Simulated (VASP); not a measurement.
# InSb (F-43m) in VASP: a series of runs

Runs on InSb. Level: PBE. Tasks: relaxation of cell and atoms.

Everything below comes from runs of VASP 6.6.1. Logs are shortened: lines on timing, memory, paths and dates and some standing lists are left out, and cuts for length are marked.

### Step 1. The cell of the first run

Symmetry: F-43m, No. 216, cubic system. The conventional cell has a = 6.591 Å, b = 6.591 Å, c = 6.591 Å, α = 90.00°, β = 90.00°, γ = 90.00°. Within 3.8 Å of In (site symmetry -43m) lie 4 Sb at 2.85 Å. Sb (site symmetry -43m) has 4 In at 2.85 Å within 3.8 Å.

### Step 2. Relaxation of cell and atoms, PBE, target pressure 2 GPa, at which the enthalpy is minimised

File INCAR:

```
SYSTEM = InSb
PREC = Accurate
ENCUT = 600
EDIFF = 1E-6
ISMEAR = 0
SIGMA = 0.1
LREAL = .False.
LASPH = .True.
NELM = 60
ALGO = Normal
ISIF = 3
LWAVE = .False.
LCHARG = .False.
GGA = PE
IBRION = 2
NSW = 70
EDIFFG = -0.008
PSTRESS = 20.0
```

File KPOINTS:

```
regular mesh
0
Gamma
  12 12 12
  0 0 0
```

File POSCAR:

```
InSb
1.0
    0.0000000000      3.2957237789      3.2957237789
    3.2957237789      0.0000000000      3.2957237789
    3.2957237789      3.2957237789      0.0000000000
In Sb
1 1
Direct
    0.0000000000      0.0000000000      0.0000000000
    0.2500000000      0.2500000000      0.2500000000
```

Potentials or basis: VASP PAW PBE potentials, release 64 (In_d, Sb).

On the command line:

```sh
cat potpaw_PBE.64/In_d/POTCAR potpaw_PBE.64/Sb/POTCAR > POTCAR
mpirun -np 1 vasp_std > vasp.out
```

OUTCAR:

```text
SYSTEM = InSb
   PREC = Accurate
   ENCUT = 600
   EDIFF = 1E-6
   ISMEAR = 0
   LREAL = .False.
   LASPH = .True.
   NELM = 60
   ISIF = 3
   GGA = PE
   IBRION = 2
   NSW = 70
   EDIFFG = -0.008
   PSTRESS = 20.0

 ion  position               nearest neighbor table
   1  0.000  0.000  0.000-   2 2.85   2 2.85   2 2.85   2 2.85
   2  0.250  0.250  0.250-   1 2.85   1 2.85   1 2.85   1 2.85

  LATTYP: Found a face centered cubic cell.
 ALAT       =     6.5914475578

  Lattice vectors:

 A1 = (   0.0000000000,   3.2957237789,   3.2957237789)
 A2 = (   3.2957237789,   0.0000000000,   3.2957237789)
 A3 = (   3.2957237789,   3.2957237789,   0.0000000000)

Analysis of symmetry for initial positions (statically):
=====================================================================
 Subroutine PRICEL returns:
 Original cell was already a primitive cell.

 Routine SETGRP: Setting up the symmetry group for a
 face centered cubic supercell.

 Subroutine GETGRP returns: Found 24 space group operations
 (whereof 24 operations were pure point group operations)
 out of a pool of 48 trial point group operations.

The static configuration has the point symmetry T_d .

Analysis of symmetry for dynamics (positions and initial velocities):
=====================================================================
 Subroutine PRICEL returns:
 Original cell was already a primitive cell.

 Routine SETGRP: Setting up the symmetry group for a
 face centered cubic supercell.

 Subroutine GETGRP returns: Found 24 space group operations
 (whereof 24 operations were pure point group operations)
 out of a pool of 48 trial point group operations.

The dynamic configuration has the point symmetry T_d .

 Subroutine INISYM returns: Found 24 space group operations
 (whereof 24 operations are pure point group operations),
 and found     1 'primitive' translations

----------------------------------------------------------------------------------------

                                     Primitive cell

  volume of cell :      71.5950

  direct lattice vectors                    reciprocal lattice vectors
     0.000000000  3.295723779  3.295723779    -0.151711743  0.151711743  0.151711743
     3.295723779  0.000000000  3.295723779     0.151711743 -0.151711743  0.151711743
     3.295723779  3.295723779  0.000000000     0.151711743  0.151711743 -0.151711743

  length of vectors
     4.660857266  4.660857266  4.660857266     0.262772448  0.262772448  0.262772448

  position of ions in fractional coordinates (direct lattice)
     0.000000000  0.000000000  0.000000000
     0.250000000  0.250000000  0.250000000

  ion indices of the primitive-cell ions
   primitive index   ion index
[... 67 lines left out ...]
   ICHARG =      2    charge: 1-file 2-atom 10-const
   ISPIN  =      1    spin polarized calculation?
   LNONCOLLINEAR =      F non collinear calculations
   LSORBIT =      F    spin-orbit coupling
   LASPH  =      T    aspherical Exc in radial PAW
   ENCUT  =  600.0 eV  44.10 Ry    6.64 a.u.   9.31  9.31  9.31*2*pi/ulx,y,z
   NELM   =     60;   NELMIN=  2; NELMDL= -5     # of ELM steps
   EDIFF  = 0.1E-05   stopping-criterion for ELM
   LREAL  =      F    real-space projection
   EDIFFG = -.8E-02   stopping-criterion for IOM
   NSW    =     70    number of steps for IOM
   IBRION =      2    ionic relax: 0-MD 1-quasi-New 2-CG
   NFREE  =      1    steps in history (QN), initial steepest desc. (CG)
   ISIF   =      3    stress and relaxation
   ISYM   =      2    0-nonsym 1-usesym 2-fastsym
   POTIM  = 0.5000    time-step for ionic-motion
   TEBEG  =    0.0;   TEEND  =   0.0 temperature during run
   PSTRESS=   20.0 pullay stress
   NELECT =      18.0000    total number of electrons
   NUPDOWN=      -1.0000    fix difference up-down
   EMIN   =  10.00;   EMAX   =-10.00  energy-range for DOS
   EFERMI =   0.00;   METHOD = LEGACY
   ISMEAR =     0;   SIGMA  =   0.10  broadening in eV -4-tet -1-fermi 0-gaus
   EFERMI_NEDOS =   21; number of points for ismear=-14 and -15
   IALGO  =     38    algorithm
   IMIX   =      4    mixing-type and parameters
     AMIX     =   0.40;   BMIX     =  1.00
     AMIX_MAG =   1.60;   BMIX_MAG =  1.00
  volume/ion in A,a.u.               =      35.80       241.57
  Fermi-wavevector in a.u.,A,eV,Ry     =   1.033249  1.952557 14.525619  1.067603
  Thomas-Fermi vector in A             =   2.167486
   LORBIT       =      0    0 simple, 1 ext, 2 COOP (PROOUT), +10 PAW based schemes
   GGA     = PE    functional components
   LHFCALC =     F    Hartree Fock is set to
   AEXX    =    0.0000 exact exchange contribution
   IVDW    =     0    specifies the selected vdW correction
   LEPSILON=     F    determine dielectric tensor
   LRPA    =     F    only Hartree local field effects (RPA)
 conjugate gradient relaxation of ions
 non-spin polarized calculation
 Gauss-broadening in eV      SIGMA  =   0.10
  energy-cutoff  :      600.00
  volume of cell :       71.59
 maximum number of plane-waves:      2421
 NGX is ok and might be reduce to    40
   NGX = 19   NGY = 19   NGZ = 19

--------------------------------------- Ionic step        1  -------------------------------------------

 number of electron      17.9999999 magnetization

 Free energy of the ion-electron system (eV)
  ---------------------------------------------------
  ext. energy  EPLUGINS =         0.00000000
  ---------------------------------------------------
  free energy    TOTEN  =        -6.94983010 eV

  energy without entropy =       -6.94967815  energy(sigma->0) =       -6.94975412

 E-fermi :   4.6336     XC(G=0):  -8.4665

 val. band max:        4.5739736467   @ k =   0.0000   0.0000   0.0000
 cond. band min:       5.0248756578   @ k =   0.5000   0.0000   0.0000
 fundamental gap:      0.4509020111
 Fermi energy:         4.6336376427

 k-point     1 :       0.0000    0.0000    0.0000
  band No.  band energies     occupation
      1      -9.9286      2.00000
      2      -9.9286      2.00000
      3      -9.9286      2.00000
      4      -9.8571      2.00000
      5      -9.8571      2.00000
      6      -5.8272      2.00000
      7       4.0926      2.00000
      8       4.5740      1.60121
      9       4.5740      1.60121
     10       4.5740      1.60121
     11       7.5394      0.00000
     12       7.5394      0.00000
     13       7.5394      0.00000
[... 443 lines left out ...]
--------------------------------------- Ionic step        3  -------------------------------------------

 number of electron      17.9999999 magnetization

 Free energy of the ion-electron system (eV)
  ---------------------------------------------------
  ext. energy  EPLUGINS =         0.00000000
  ---------------------------------------------------
  free energy    TOTEN  =        -6.93262764 eV

  energy without entropy =       -6.93247921  energy(sigma->0) =       -6.93255342

 E-fermi :   4.9222     XC(G=0):  -8.5881

 val. band max:        4.8651725299   @ k =   0.0000   0.0000   0.0000
 cond. band min:       5.3638519025   @ k =   0.5000   0.0000   0.0000
 fundamental gap:      0.4986793726
 Fermi energy:         4.9222245877

 k-point     1 :       0.0000    0.0000    0.0000
  band No.  band energies     occupation
      1      -9.6921      2.00000
      2      -9.6921      2.00000
      3      -9.6921      2.00000
      4      -9.6132      2.00000
      5      -9.6132      2.00000
      6      -5.7089      2.00000
      7       4.5448      2.00000
      8       4.8652      1.58024
      9       4.8652      1.58024
     10       4.8652      1.58024
     11       7.8285      0.00000
     12       7.8285      0.00000
     13       7.8285      0.00000
[... 401 lines left out ...]
  energy  without entropy=       -6.9324792087  energy(sigma->0) =       -6.93255342

  enthalpy is  TOTEN    =        -6.0641920419 eV   P V=        0.8684355944

 reached required accuracy - stopping structural energy minimisation
```

CONTCAR:

```text
InSb
   1.00000000000000
     0.0000000000000000    3.2643451271528212    3.2643451271528212
     3.2643451271528212    0.0000000000000000    3.2643451271528212
     3.2643451271528212    3.2643451271528212   -0.0000000000000000
  In              Sb
     1     1
Direct
     0.0000000000000000    0.0000000000000000    0.0000000000000000
     0.2500000000000000    0.2500000000000000    0.2500000000000000

  0.00000000E+00  0.00000000E+00  0.00000000E+00
  0.00000000E+00  0.00000000E+00  0.00000000E+00
```

Run time: 79 s. Hardware: 1 thread of AMD EPYC 9R45 (Zen 5), shared host; peak memory 0.27 GiB.

Results:

```yaml
Free_energy: -6.9326 eV
Relaxed_volume: 34.78 Å³/atom
Relaxed_cell: a = 4.616 Å, b = 4.616 Å, c = 4.616 Å, α = 60.00°, β = 60.00°, γ = 60.00°
Space_group_after_relaxing_to_0.1_Å: F-43m (No. 216)
Energy_change_on_relaxing_the_run_minimises_the_enthalpy: +8.6 meV/atom
Ionic_steps: 3
Pressure_after_relaxing: 2.0 GPa
Band_gap_on_the_k_mesh: zero (filled and empty bands touch)
```

The path:
```csv
step,energy change (eV),largest force (eV/Å),pressure (GPa),volume (Å³)
1,0.0000,0.0000,0.76,71.59
2,0.0288,0.0000,2.57,68.75
3,0.0172,0.0000,2.00,69.57
```

Final structure:
```
In Sb
1.0
     0.00000    3.26435    3.26435
     3.26435    0.00000    3.26435
     3.26435    3.26435    0.00000
In Sb
1 1
Cartesian
  0.0000 0.0000 0.0000
  1.6322 1.6322 1.6322
```

Caveat: the cell is relaxed towards a set pressure, so the run minimises the enthalpy, not the energy; semilocal functionals underestimate gaps, and a narrow one can read as zero; spin-orbit coupling is left out, which moves the levels of the heavy elements.

### Step 3. Relaxation of cell and atoms, PBE

This run uses another cell than the first one, of 36.48 Å³/atom.

File INCAR:

```
SYSTEM = InSb
ALGO = Normal
EDIFF = 1E-7
EDIFFG = -0.005
ENCUT = 600
GGA = PE
IBRION = 2
ISIF = 3
ISMEAR = 0
LASPH = .True.
LCHARG = .False.
LREAL = .False.
LWAVE = .False.
NELM = 80
NSW = 100
PREC = Accurate
SIGMA = 0.1
```

File KPOINTS:

```
k-points
0
Gamma
  12 12 12
  0 0 0
```

File POSCAR:

```
InSb
1.0
    0.0000000000      3.3166107078      3.3166107078
    3.3166107078      0.0000000000      3.3166107078
    3.3166107078      3.3166107078      0.0000000000
In Sb
1 1
Direct
    0.0000000000      0.0000000000      0.0000000000
    0.2500000000      0.2500000000      0.2500000000
```

Potentials or basis: VASP PAW PBE potentials, release 64 (In_d, Sb).

On the command line:

```sh
cat potpaw_PBE.64/In_d/POTCAR potpaw_PBE.64/Sb/POTCAR > POTCAR
mpirun -np 1 vasp_std > vasp.out
```

OUTCAR:

```text
SYSTEM = InSb
   EDIFF = 1E-7
   EDIFFG = -0.005
   ENCUT = 600
   GGA = PE
   IBRION = 2
   ISIF = 3
   ISMEAR = 0
   LASPH = .True.
   LREAL = .False.
   NELM = 80
   NSW = 100
   PREC = Accurate

 ion  position               nearest neighbor table
   1  0.000  0.000  0.000-   2 2.87   2 2.87   2 2.87   2 2.87
   2  0.250  0.250  0.250-   1 2.87   1 2.87   1 2.87   1 2.87

  LATTYP: Found a face centered cubic cell.
 ALAT       =     6.6332214156
[... 623 lines left out ...]

  FORCE on cell =-STRESS in cart. coord.  units (eV):
  Direction    XX          YY          ZZ          XY          YZ          ZX
  --------------------------------------------------------------------------------------
  -------------------------------------------------------------------------------------
  Total       -0.0025659     -0.0025659     -0.0025659      0.0000000      0.0000000      0.0000000
  in kB       -0.0562925     -0.0562925     -0.0562925      0.0000000      0.0000000      0.0000000
  external PRESSURE =      -0.0562925 kB  Pullay stress =       0.0000000 kB

 VOLUME and BASIS-vectors are now :
 -----------------------------------------------------------------------------
  energy-cutoff  :      600.00
  volume of cell :       73.03
      direct lattice vectors                 reciprocal lattice vectors
     0.000000000  3.317613361  3.317613361    -0.150710751  0.150710751  0.150710751
     3.317613361  0.000000000  3.317613361     0.150710751 -0.150710751  0.150710751
     3.317613361  3.317613361  0.000000000     0.150710751  0.150710751 -0.150710751

 POSITION                                       TOTAL-FORCE (eV/Angst)
 -----------------------------------------------------------------------------------
      0.00000      3.31761      3.31761         0.000000      0.000000      0.000000
      1.65881      1.65881      1.65881        -0.000000     -0.000000     -0.000000
 -----------------------------------------------------------------------------------
    total drift:                               -0.000000     -0.000000     -0.000000

  FREE ENERGIE OF THE ION-ELECTRON SYSTEM (eV)
  ---------------------------------------------------
  free  energy   TOTEN  =        -6.9531863696 eV

  energy  without entropy=       -6.9530321691  energy(sigma->0) =       -6.95310927

 reached required accuracy - stopping structural energy minimisation
```

CONTCAR:

```text
InSb
   1.00000000000000
     0.0000000000000000    3.3176133605597387    3.3176133605597387
     3.3176133605597387    0.0000000000000000    3.3176133605597387
     3.3176133605597387    3.3176133605597387    0.0000000000000000
  In              Sb
     1     1
Direct
     1.0000000000000000    0.0000000000000000    0.0000000000000000
     0.2500000000000000    0.2500000000000000    0.2500000000000000

  0.00000000E+00  0.00000000E+00  0.00000000E+00
  0.00000000E+00  0.00000000E+00  0.00000000E+00
```

Run time: 57 s. Hardware: 1 thread of AMD EPYC 9R45 (Zen 5), shared host; peak memory 0.27 GiB.

Results:

```
Free energy                           : -6.9532 eV
Relaxed volume                        : 36.52 Å³/atom
Relaxed cell                          : a = 4.692 Å, b = 4.692 Å, c = 4.692 Å, α = 60.00°, β = 60.00°, γ = 60.00°
Space group after relaxing (to 0.1 Å) : F-43m (No. 216)
Energy gained by relaxing             : 0.0 meV/atom
Ionic steps                           : 2
Pressure after relaxing               : 0.0 GPa
Band gap on the k mesh                : zero (filled and empty bands touch)
```

Final structure:
```xyz
2
Lattice="0.0000 3.3176 3.3176 3.3176 0.0000 3.3176 3.3176 3.3176 0.0000" Properties=species:S:1:pos:R:3 pbc="T T T"
In    0.0000    3.3176    3.3176
Sb    1.6588    1.6588    1.6588
```

Caveat: semilocal functionals underestimate gaps, and a narrow one can read as zero; spin-orbit coupling is left out, which moves the levels of the heavy elements.

### Step 4. Relaxation of cell and atoms, PBE, target pressure -2 GPa, at which the enthalpy is minimised

This run uses another cell than the first one, of 37.20 Å³/atom.

File INCAR:

```
SYSTEM = InSb
PREC = Accurate
ENCUT = 600
EDIFF = 1E-6
ISMEAR = 0
SIGMA = 0.1
LREAL = .False.
LASPH = .True.
NELM = 80
ALGO = Normal
ISIF = 3
LWAVE = .False.
LCHARG = .False.
GGA = PE
IBRION = 2
NSW = 70
EDIFFG = -0.008
PSTRESS = -20.0
```

File KPOINTS:

```
Automatic mesh
0
Gamma
  12 12 12
  0 0 0
```

File POSCAR:

```
InSb
1.0
    0.0000000000      3.3382483034      3.3382483034
    3.3382483034      0.0000000000      3.3382483034
    3.3382483034      3.3382483034      0.0000000000
In Sb
1 1
Direct
    0.0000000000      0.0000000000      0.0000000000
    0.2500000000      0.2500000000      0.2500000000
```

On the command line:

```sh
cat potpaw_PBE.64/In_d/POTCAR potpaw_PBE.64/Sb/POTCAR > POTCAR
mpirun -np 1 vasp_std > vasp.out
```

Wall time 58 s (1 thread of AMD EPYC 9R45 (Zen 5), shared host); peak memory 0.28 GiB.

Results (log left out):

| Quantity | Value |
| --- | --- |
| Free energy | -6.9213 eV |
| Relaxed volume | 38.90 Å³/atom |
| Relaxed cell | a = 4.792 Å, b = 4.792 Å, c = 4.792 Å, α = 60.00°, β = 60.00°, γ = 60.00° |
| Space group after relaxing (to 0.1 Å) | F-43m (No. 216) |
| Energy change on relaxing (the run minimises the enthalpy) | +14.5 meV/atom |
| Ionic steps | 2 |
| Pressure after relaxing | -2.0 GPa |
| Band gap on the k mesh | zero (filled and empty bands touch) |

The path:
| step | energy change (eV) | largest force (eV/Å) | pressure (GPa) | volume (Å³) |
| --- | --- | --- | --- | --- |
| 1 | 0.0000 | 0.0000 | -0.66 | 74.40 |
| 2 | 0.0290 | 0.0000 | -2.01 | 77.81 |

Final structure:
```cif
data_structure
_symmetry_space_group_name_H-M 'P 1'
_symmetry_Int_Tables_number 1
_cell_length_a 4.7920
_cell_length_b 4.7920
_cell_length_c 4.7920
_cell_angle_alpha 60.000
_cell_angle_beta 60.000
_cell_angle_gamma 60.000
_cell_volume 77.81
loop_
_atom_site_label
_atom_site_type_symbol
_atom_site_fract_x
_atom_site_fract_y
_atom_site_fract_z
_atom_site_occupancy
In1 In 0.00000 0.00000 0.00000 1
Sb1 Sb 0.25000 0.25000 0.25000 1
```

Levels at points of the mesh, in eV from the Fermi level:
```
           k point  band 5  band 6  band 7  band 8  band 9  band 10  band 11  band 12  band 13
(0.00, 0.00, 0.00)  -14.39  -10.01   -0.99   -0.07   -0.07    -0.07     2.89     2.89     2.89
(0.50, 0.00, 0.00)  -14.39   -8.96   -5.12   -0.89   -0.89     0.26     3.70     3.70     6.03
(0.50, 0.50, 0.00)  -14.38   -8.50   -5.45   -1.92   -1.92     1.30     1.49     7.30     7.30
```

Caveat: the cell is relaxed towards a set pressure, so the run minimises the enthalpy, not the energy; semilocal functionals underestimate gaps, and a narrow one can read as zero; spin-orbit coupling is left out, which moves the levels of the heavy elements.

### Step 5. Overview

```tsv
cell	gap on the mesh (eV)	pressure (GPa)
relaxed to 2 GPa from a = 4.661 Å, angles 60.0°, 2 atoms	none	2.0
relaxed from a = 4.690 Å, angles 60.0°, 2 atoms	none	0.0
relaxed to -2 GPa from a = 4.721 Å, angles 60.0°, 2 atoms	none	-2.0
```

Alike in all rows: task relaxation of cell and atoms; level PBE; potentials or basis VASP PAW PBE potentials, release 64 (In_d, Sb); no spin polarisation; k mesh 12 × 12 × 12; cutoff (eV) 600; smearing gaussian 0.1 eV.

Caveats: semilocal functionals underestimate gaps, and a narrow one can read as zero; spin-orbit coupling is left out, which moves the levels of the heavy elements; the cell is relaxed towards a set pressure, so the run minimises the enthalpy, not the energy (at least some runs).

Absolute energies hang on the potentials; compare differences alone.

The gap in the log of VASP goes by the Fermi energy; the results here count the filled bands.